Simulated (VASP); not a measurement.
Runs of VASP 6.6.1 on TaN (CsCl type). The structure is that of space group Pm-3m (No. 221), or close to it. The cells are those of the table. 

| cell | gap on the mesh (eV) | pressure (GPa) |
| --- | --- | --- |
| a = 2.694 Å, 2 atoms | none | 23.1 |
| a = 2.636 Å, 2 atoms | none | (a) |
| a = 2.370 Å, 2 atoms | none | 374.0 |
| a = 2.751 Å, 2 atoms | none | 0.7 |

Alike in all rows: task single point; level PBE; potentials or basis VASP PAW PBE potentials, release 64 (Ta_pv, N); no spin polarisation; k mesh 15 × 15 × 15; cutoff (eV) 520; smearing fermi-dirac 0.05 eV.

Fill in the values left out.

(a) 54.2.

Caveats: spin-orbit coupling is left out, which moves the levels of the heavy elements.

A k mesh can miss the band edges, and the runs leave out spin-orbit coupling on Ta.

A gap of «none» marks levels without a gap at the run's occupations.
